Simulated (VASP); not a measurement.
A run of VASP 6.6.1 is set up as follows.

The input INCAR:

```
SYSTEM = SiNi3
PREC = Accurate
ENCUT = 600
EDIFF = 1E-6
ISMEAR = -1
SIGMA = 0.05
LREAL = .False.
LASPH = .True.
NELM = 150
ALGO = Fast
ISIF = 3
LWAVE = .False.
LCHARG = .False.
ISPIN = 2
MAGMOM = 1 1 1 0
LORBIT = 11
LMAXMIX = 4
GGA = PE
IBRION = 2
NSW = 60
EDIFFG = -0.01
```

The input KPOINTS:

```
regular mesh
0
Gamma
  8 8 8
  0 0 0
```

The input POSCAR:

```
SiNi3
1.0
    3.5420000000      0.0000000000      0.0000000000
    0.0000000000      3.5420000000      0.0000000000
    0.0000000000      0.0000000000      3.5420000000
Ni Si
3 1
Direct
    0.5000000000      0.5000000000      0.0000000000
    0.5000000000      0.0000000000      0.5000000000
    0.0000000000      0.5000000000      0.5000000000
    0.0000000000      0.0000000000      0.0000000000
```

Potentials or basis: VASP PAW PBE potentials, release 64 (Ni, Si).

Run with:

```bash
$ cat potpaw_PBE.64/Ni/POTCAR potpaw_PBE.64/Si/POTCAR > POTCAR
$ mpirun -np 1 vasp_std > vasp.out
```

Question: What does it give for the space group after relaxing (to 0.1 Å)?

Answer: Pm-3m (No. 221).

Question: What does it give for the net moment?

Answer: 0.00 μB per cell.

Question: Estimate the relaxed cell.

Answer: a = 3.506 Å, b = 3.506 Å, c = 3.506 Å, α = 90.00°, β = 90.00°, γ = 90.00°.

Question: Estimate the relaxed volume.

Answer: 10.78 Å³/atom.

The path:
| step | energy change (eV) | largest force (eV/Å) | pressure (GPa) | volume (Å³) |
| --- | --- | --- | --- | --- |
| 1 | 0.0000 | 0.0000 | -6.06 | 44.44 |
| 2 | 0.0019 | 0.0000 | 6.42 | 41.79 |
| 3 | -0.0259 | 0.0000 | -0.26 | 43.14 |
| 4 | -0.0259 | 0.0000 | 0.20 | 43.08 |
| 5 | -0.0259 | 0.0000 | 0.06 | 43.11 |

Caveat: the moments typed at the start vanished in this run.
